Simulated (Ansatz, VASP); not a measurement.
ReW: VASP beside Ansatz

```
CELL_PARAMETERS angstrom
3.18436 0.00000 0.00000
0.00000 3.18436 0.00000
0.00000 0.00000 3.18436
ATOMIC_POSITIONS crystal
Re 0.00000 0.00000 0.00000
W 0.50000 0.50000 0.50000
```

Alike in both runs: task single point; functional PBEsol; k mesh 8 × 8 × 8; occupations fermi-dirac, width 0.0816 eV; no spin polarisation.

|  | VASP | Ansatz |
| --- | --- | --- |
| version | VASP 6.6.1 | Ansatz 0.2.0 |
| potentials or method | VASP PAW PBE potentials, release 64 (Re, W_sv) | PAW with Ansatz's default frozen-core files, scalar-relativistic |
| plane-wave cutoff (eV) | 520 | 420 |
| valence electrons in the cell | 21 | 29 |

|  | VASP | Ansatz | Ansatz less VASP |
| --- | --- | --- | --- |
| pressure (GPa) | -19.2 | -19.4 | -0.21 |

VASP's potentials were made for PBE, not for PBEsol. VASP's potentials hold 21 valence electrons a cell and Ansatz's 29, so a difference there can come from the potentials and not from the codes.

Neither program's run includes spin-orbit coupling.
